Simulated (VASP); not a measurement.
Set up this calculation in VASP 6.6.1, as the native input.

* Task: electric field gradients
* Functional: PBEsol
* Potentials or basis: VASP PAW PBE potentials, release 64 (Hf_pv, C)
* Cutoff: 520 eV
* k mesh: 15 × 15 × 15
* Occupations: fermi-dirac, width 0.05 eV
* Spin: no spin polarisation
* Dipole correction: no
* Further INCAR settings: ALGO = Normal; EDIFF = 1e-08; NBANDS = 14

The structure of HfC lies in POSCAR:

```
HfC
1.0
    0.0000000000      2.2935772291      2.2935772291
    2.2935772291      0.0000000000      2.2935772291
    2.2935772291      2.2935772291      0.0000000000
Hf C
1 1
Direct
    0.5000000000      0.5000000000      0.5000000000
    0.0000000000      0.0000000000      0.0000000000
```

One way to write it, as run:

INCAR

```
  PREC = Accurate
  ENCUT = 520
  EDIFF = 1E-8
  ISMEAR = -1
  SIGMA = 0.05
  LREAL = F
  LASPH = T
  NELM = 120
  ALGO = Normal
  ISIF = 2
  LWAVE = F
  LCHARG = F
  GGA = PS
  LEFG = T
  NBANDS = 14
  GGA_COMPAT = F
```

KPOINTS

```
Automatic mesh
0
Gamma
  15 15 15
```

Potentials or basis: VASP PAW PBE potentials, release 64 (Hf_pv, C).

Launch:

```sh
$ cat potpaw_PBE.64/Hf_pv/POTCAR potpaw_PBE.64/C/POTCAR > POTCAR
$ mpirun -np 1 vasp_std > vasp.out
```

Results of the run:

| Item | Value |
| --- | --- |
| Pressure | 3.0 GPa |
| Band gap on the k mesh | zero (bands 7 and 8 overlap by 1.47 eV) |
| Largest electric field gradient by atom | zero within the noise of the run |

Caveat: the cell stands under pressure; the PAW data sets were made with another functional, which shifts forces and pressure a little; spin-orbit coupling is left out, which moves the levels of the heavy elements.

It took 56 s on 1 thread of Intel Xeon 8259CL, on a shared host, peak memory 0.17 GiB.
